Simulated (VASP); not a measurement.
# SiC (P6_3mc) in VASP: single point with HSE06

Aim: the single point of SiC with HSE06.

Everything below comes from runs of VASP 6.6.1. Logs are shortened: lines on timing, memory, paths and dates and some standing lists are left out, and cuts for length are marked.

## Step 1: The cell of the first run

Symmetry: P6_3mc, No. 186, hexagonal system. Conventional cell: a = 3.079 Å, b = 3.079 Å, c = 10.080 Å, α = 90.00°, β = 90.00°, γ = 120.00°. Si (site symmetry 3m) has 4 C at 1.89 to 1.90 Å within 2.5 Å. Si (site symmetry 3m) has 4 C at 1.88 to 1.89 Å within 2.5 Å. Within 2.5 Å of C (site symmetry 3m) lie 4 Si at 1.88 to 1.90 Å. Within 2.5 Å of C (site symmetry 3m) lie 4 Si at 1.89 Å.

## Step 2: Single point, HSE06

POSCAR

```
SiC
1.0
    3.0790000010      0.0000000000      0.0000000000
   -1.5395000005      2.6664922191      0.0000000000
    0.0000000000      0.0000000000     10.0800000000
Si C
4 4
Direct
    0.6666666667      0.3333333333      0.9378301823
    0.3333333333      0.6666666667      0.4378301823
    0.0000000000      0.0000000000      0.6879026212
    0.0000000000      0.0000000000      0.1879026212
    0.6666666667      0.3333333333      0.7498186201
    0.3333333333      0.6666666667      0.2498186201
    0.0000000000      0.0000000000      0.5004485764
    0.0000000000      0.0000000000      0.0004485764
```

INCAR.step1

```
SYSTEM = SiC
PREC     = Accurate       ! precision mode
ENCUT    = 520            ! plane-wave cutoff, eV
EDIFF    = 1E-5           ! SCF threshold, eV
ISMEAR   = 0              ! smearing method
SIGMA    = 0.01           ! smearing width, eV
LREAL    = .FALSE.        ! projectors in reciprocal space
LASPH    = .TRUE.         ! aspherical terms in the spheres
NELM     = 120            ! most SCF steps
ALGO     = Normal         ! electronic algorithm
ISIF     = 2              ! what is computed and relaxed
LWAVE    = .TRUE.         ! write WAVECAR
LCHARG   = .FALSE.        ! write CHGCAR
NBANDS   = 26             ! bands
GGA      = PE             ! functional
GGA_COMPAT= .FALSE.
```

INCAR.step2

```
SYSTEM = SiC
PREC     = Accurate       ! precision mode
ENCUT    = 520            ! plane-wave cutoff, eV
EDIFF    = 1E-6           ! SCF threshold, eV
ISMEAR   = 0              ! smearing method
SIGMA    = 0.01           ! smearing width, eV
LREAL    = .FALSE.        ! projectors in reciprocal space
LASPH    = .TRUE.         ! aspherical terms in the spheres
NELM     = 120            ! most SCF steps
ALGO     = Normal         ! electronic algorithm
ISIF     = 2              ! what is computed and relaxed
LWAVE    = .FALSE.        ! write WAVECAR
LCHARG   = .FALSE.        ! write CHGCAR
GGA      = PE             ! functional
LHFCALC  = .TRUE.         ! exact exchange
HFSCREEN = 0.2079         ! screening, 1/A
PRECFOCK = Normal       
NBANDS   = 26             ! bands
ISTART   = 1            
GGA_COMPAT= .FALSE.
```

KPOINTS

```
Automatic mesh
0
G
  6 6 2
  0 0 0
```

Potentials or basis: VASP PAW PBE potentials, release 64 (Si, C).

On the command line:

```console
$ cat potpaw_PBE.64/Si/POTCAR potpaw_PBE.64/C/POTCAR > POTCAR
$ cp INCAR.step1 INCAR
$ mpirun -np 1 vasp_std > vasp.out
$ cp INCAR.step2 INCAR
$ mpirun -np 1 vasp_std > vasp.out
```

OUTCAR:

```text
SYSTEM = SiC
   PREC = Accurate
   ENCUT = 520
   EDIFF = 1E-6
   ISMEAR = 0
   LREAL = .FALSE.
   LASPH = .TRUE.
   NELM = 120
   ISIF = 2
   GGA = PE
   LHFCALC = .TRUE.
   HFSCREEN = 0.2079
   PRECFOCK = Normal
   ISTART = 1

 ion  position               nearest neighbor table
   1  0.667  0.333  0.938-   8 1.89   8 1.89   8 1.89   5 1.90   3 3.08   3 3.08   3 3.08   4 3.08
                             4 3.08   4 3.08
   2  0.333  0.667  0.438-   7 1.89   7 1.89   7 1.89   6 1.90   4 3.08   4 3.08   4 3.08   3 3.08
                             3 3.08   3 3.08
   3  0.000  0.000  0.688-   5 1.88   5 1.88   5 1.88   7 1.89   1 3.08   1 3.08   1 3.08   2 3.08
                             2 3.08   2 3.08
   4  0.000  0.000  0.188-   6 1.88   6 1.88   6 1.88   8 1.89   2 3.08   2 3.08   2 3.08   1 3.08
                             1 3.08   1 3.08
   5  0.667  0.333  0.750-   3 1.88   3 1.88   3 1.88   1 1.90
   6  0.333  0.667  0.250-   4 1.88   4 1.88   4 1.88   2 1.90
   7  0.000  0.000  0.500-   2 1.89   2 1.89   2 1.89   3 1.89
   8  0.000  0.000  0.000-   1 1.89   1 1.89   1 1.89   4 1.89

  LATTYP: Found a hexagonal cell.
 ALAT       =     3.0790000010
 C/A-ratio  =     3.2737901906

  Lattice vectors:

 A1 = (   3.0790000010,   0.0000000000,   0.0000000000)
 A2 = (  -1.5395000005,   2.6664922191,   0.0000000000)
 A3 = (   0.0000000000,   0.0000000000,  10.0800000000)

Analysis of symmetry for initial positions (statically):
=====================================================================
 Subroutine PRICEL returns:
 Original cell was already a primitive cell.

 Routine SETGRP: Setting up the symmetry group for a
 hexagonal supercell.

 Subroutine GETGRP returns: Found 12 space group operations
 (whereof  6 operations were pure point group operations)
 out of a pool of 24 trial point group operations.

The static configuration has the point symmetry C_3v.
 The point group associated with its full space group is C_6v.

Analysis of symmetry for dynamics (positions and initial velocities):
=====================================================================
 Subroutine PRICEL returns:
 Original cell was already a primitive cell.

 Routine SETGRP: Setting up the symmetry group for a
 hexagonal supercell.

 Subroutine GETGRP returns: Found 12 space group operations
 (whereof  6 operations were pure point group operations)
 out of a pool of 24 trial point group operations.

The dynamic configuration has the point symmetry C_3v.
 The point group associated with its full space group is C_6v.

 Subroutine INISYM returns: Found 12 space group operations
 (whereof  6 operations are pure point group operations),
 and found     1 'primitive' translations

----------------------------------------------------------------------------------------

                                     Primitive cell

  volume of cell :      82.7581

  direct lattice vectors                    reciprocal lattice vectors
     3.079000001  0.000000000  0.000000000     0.324780773  0.187512267  0.000000000
    -1.539500000  2.666492219  0.000000000     0.000000000  0.375024533  0.000000000
     0.000000000  0.000000000 10.080000000     0.000000000  0.000000000  0.099206349

  length of vectors
     3.079000001  3.079000001 10.080000000     0.375024533  0.375024533  0.099206349

  position of ions in fractional coordinates (direct lattice)
     0.666666667  0.333333333  0.937830182
     0.333333333  0.666666667  0.437830182
     0.000000000  0.000000000  0.687902621
     0.000000000  0.000000000  0.187902621
     0.666666667  0.333333333  0.749818620
     0.333333333  0.666666667  0.249818620
     0.000000000  0.000000000  0.500448576
     0.000000000  0.000000000  0.000448576

  ion indices of the primitive-cell ions
   primitive index   ion index
                 1           1
                 2           2
                 3           3
                 4           4
                 5           5
                 6           6
                 7           7
                 8           8

----------------------------------------------------------------------------------------

 KPOINTS: Automatic mesh

Automatic generation of k-mesh.
 Grid dimensions read from file:
 generate k-points for:    6    6    2

 Generating k-lattice:

  Cartesian coordinates                     Fractional coordinates (reciprocal lattice)
     0.054130129  0.031252044  0.000000000     0.166666667 -0.000000000  0.000000000
     0.000000000  0.062504089  0.000000000     0.000000000  0.166666667  0.000000000
     0.000000000  0.000000000  0.049603175     0.000000000  0.000000000  0.500000000

  Length of vectors
     0.062504089  0.062504089  0.049603175

  Shift w.r.t. Gamma in fractional coordinates (k-lattice)
     0.000000000  0.000000000  0.000000000

 Subroutine IBZKPT returns following result:
 ===========================================

 Found     14 irreducible k-points:

 Following reciprocal coordinates:
            Coordinates               Weight
  0.000000  0.000000  0.000000      1.000000
  0.166667  0.000000  0.000000      6.000000
  0.333333  0.000000  0.000000      6.000000
  0.500000  0.000000  0.000000      3.000000
  0.166667  0.166667  0.000000      6.000000
  0.333333  0.166667  0.000000     12.000000
  0.333333  0.333333  0.000000      2.000000
  0.000000  0.000000  0.500000      1.000000
  0.166667  0.000000  0.500000      6.000000
  0.333333  0.000000  0.500000      6.000000
  0.500000  0.000000  0.500000      3.000000
  0.166667  0.166667  0.500000      6.000000
  0.333333  0.166667  0.500000     12.000000
  0.333333  0.333333  0.500000      2.000000
   k-points           NKPTS =     14   k-points in BZ     NKDIM =     72   number of bands    NBANDS=     26
   number of dos      NEDOS =    301   number of ions     NIONS =      8
   total plane-waves  NPLWV =  46080
   dimension x,y,z NGX =    24 NGY =   24 NGZ =   80
   dimension x,y,z NGXF=    48 NGYF=   48 NGZF=  160
   ions per type =               4   4
   NGX,Y,Z   is equivalent  to a cutoff of  12.96, 12.96, 13.19 a.u.
   NGXF,Y,Z  is equivalent  to a cutoff of  25.92, 25.92, 26.39 a.u.
 SYSTEM =  SiC
   PREC   = accura    normal or accurate (medium, high low for compatibility)
   ISTART =      1    job   : 0-new  1-cont  2-samecut
   ICHARG =      0    charge: 1-file 2-atom 10-const
   ISPIN  =      1    spin polarized calculation?
   LNONCOLLINEAR =      F non collinear calculations
   LSORBIT =      F    spin-orbit coupling
   LASPH  =      T    aspherical Exc in radial PAW
   ENCUT  =  520.0 eV  38.22 Ry    6.18 a.u.   5.72  5.72 18.74*2*pi/ulx,y,z
   NELM   =    120;   NELMIN=  2; NELMDL=  0     # of ELM steps
   EDIFF  = 0.1E-05   stopping-criterion for ELM
   LREAL  =      F    real-space projection
   EDIFFG = 0.1E-04   stopping-criterion for IOM
   NSW    =      0    number of steps for IOM
   IBRION =     -1    ionic relax: 0-MD 1-quasi-New 2-CG
   NFREE  =      0    steps in history (QN), initial steepest desc. (CG)
   ISIF   =      2    stress and relaxation
   ISYM   =      3    0-nonsym 1-usesym 2-fastsym
   POTIM  = 0.5000    time-step for ionic-motion
   TEBEG  =    0.0;   TEEND  =   0.0 temperature during run
   PSTRESS=    0.0 pullay stress
   NELECT =      32.0000    total number of electrons
   NUPDOWN=      -1.0000    fix difference up-down
   EMIN   =  10.00;   EMAX   =-10.00  energy-range for DOS
   EFERMI =   0.00;   METHOD = LEGACY
   ISMEAR =     0;   SIGMA  =   0.01  broadening in eV -4-tet -1-fermi 0-gaus
   EFERMI_NEDOS =   21; number of points for ismear=-14 and -15
   IALGO  =     38    algorithm
   IMIX   =      1    mixing-type and parameters
     AMIX     =   0.40;   BMIX     =  1.00
     AMIX_MAG =   1.60;   BMIX_MAG =  1.00
  volume/ion in A,a.u.               =      10.34        69.81
  Fermi-wavevector in a.u.,A,eV,Ry     =   1.192673  2.253825 19.353857  1.422468
  Thomas-Fermi vector in A             =   2.328705
   LORBIT       =      0    0 simple, 1 ext, 2 COOP (PROOUT), +10 PAW based schemes
   GGA     = PE    functional components
   LHFCALC =     T    Hartree Fock is set to
   PRECFOCK=normal    Normal, Fast or Accurate (Low or Medium for compatibility)
   ENCUT4O =  -1.0   cutoff for four orbital integrals eV
   NKREDX  =     1    reduce k-point grid by
   NKREDY  =     1    reduce k-point grid by
   NKREDZ  =     1    reduce k-point grid by
   AEXX    =    0.2500 exact exchange contribution
   HFSCREEN=    0.2079 screening length (either q_TF or 0.3 A-1)
   HFSCREENC=   0.2079 screening length for correlation (either q_TF or 0.3 A-1)
   ENCUTFOCK=  -1.0 apply spherical cutoff to Coloumb kernel
   IVDW    =     0    specifies the selected vdW correction
   LEPSILON=     F    determine dielectric tensor
   LRPA    =     F    only Hartree local field effects (RPA)
 non-spin polarized calculation
 Gauss-broadening in eV      SIGMA  =   0.01
  energy-cutoff  :      520.00
  volume of cell :       82.76
 maximum number of plane-waves:      2256
 NGX is ok and might be reduce to    24
  NGX = 18; NGY = 18; NGZ = 60

 number of electron      32.0000000 magnetization

 Free energy of the ion-electron system (eV)
  ---------------------------------------------------
  ext. energy  EPLUGINS =         0.00000000
  ---------------------------------------------------
  free energy    TOTEN  =       -69.68324323 eV

  energy without entropy =      -69.68324323  energy(sigma->0) =      -69.68324323

 E-fermi :   7.6616     XC(G=0):  -9.3539

 val. band max:        7.5716728735   @ k =   0.0000   0.0000   0.0000
 cond. band min:      10.7160466670   @ k =   0.5000   0.0000   0.0000
 fundamental gap:      3.1443737935
 Fermi energy:         7.6616177740

 k-point     1 :       0.0000    0.0000    0.0000
  band No.  band energies     occupation
      1      -9.5026      2.00000
      2      -8.2214      2.00000
      3      -8.1872      2.00000
      4      -5.6536      2.00000
      5      -1.8649      2.00000
      6       2.7709      2.00000
[... 18 lines left out ...]
     25      16.2544      0.00000
     26      16.9420      0.00000
[... 354 lines left out ...]
      4      -4.4603      2.00000
      5      -0.4852      2.00000
      6      -0.4852      2.00000
[... 18 lines left out ...]
     25      19.4681      0.00000
     26      19.4683      0.00000

------------------------ aborting loop because EDIFF is reached ----------------------------------------

  FORCE on cell =-STRESS in cart. coord.  units (eV):
  Direction    XX          YY          ZZ          XY          YZ          ZX
  --------------------------------------------------------------------------------------
  -------------------------------------------------------------------------------------
  Total       -0.9084957     -0.9084957     -1.0156513      0.0000000      0.0000000     -0.0000000
  in kB      -17.5882614    -17.5882614    -19.6627681      0.0000000      0.0000000     -0.0000000
  external PRESSURE =     -18.2797636 kB  Pullay stress =       0.0000000 kB

 VOLUME and BASIS-vectors are now :
 -----------------------------------------------------------------------------
  energy-cutoff  :      520.00
  volume of cell :       82.76
      direct lattice vectors                 reciprocal lattice vectors
     3.079000001  0.000000000  0.000000000     0.324780773  0.187512267  0.000000000
    -1.539500000  2.666492219  0.000000000     0.000000000  0.375024533  0.000000000
     0.000000000  0.000000000 10.080000000     0.000000000  0.000000000  0.099206349

 POSITION                                       TOTAL-FORCE (eV/Angst)
 -----------------------------------------------------------------------------------
      1.53950      0.88883      9.45333         0.000000      0.000000      0.012664
     -0.00000      1.77766      4.41333        -0.000000     -0.000000      0.012664
      0.00000      0.00000      6.93406         0.000000      0.000000      0.011311
      0.00000      0.00000      1.89406        -0.000000     -0.000000      0.011311
      1.53950      0.88883      7.55817        -0.000000     -0.000000     -0.015876
     -0.00000      1.77766      2.51817         0.000000      0.000000     -0.015876
      0.00000      0.00000      5.04452         0.000000     -0.000000     -0.008099
      0.00000      0.00000      0.00452        -0.000000      0.000000     -0.008099
 -----------------------------------------------------------------------------------
    total drift:                               -0.000000     -0.000000      0.000000

  FREE ENERGIE OF THE ION-ELECTRON SYSTEM (eV)
  ---------------------------------------------------
  free  energy   TOTEN  =       -69.6832432343 eV

  energy  without entropy=      -69.6832432343  energy(sigma->0) =      -69.68324323
```

It took 48 min on 1 thread of Intel Xeon Platinum 8488C (Sapphire Rapids), shared host; peak memory 0.34 GiB.

What came out:

```yaml
Free_energy: -69.6832 eV
Pressure: -1.8 GPa
Largest_force: 0.016 eV/Å
Band_gap_on_the_k_mesh: 3.14 eV (least direct gap 4.38 eV)
```

Forces in eV/Å, atoms in the order of the input:
```
Si   0.000  0.000  0.013
Si   0.000  0.000  0.013
Si   0.000  0.000  0.011
Si   0.000  0.000  0.011
C    0.000  0.000 -0.016
C    0.000  0.000 -0.016
C    0.000  0.000 -0.008
C    0.000  0.000 -0.008
```

Caveat: the PAW data sets were made with another functional, which shifts forces and pressure a little.
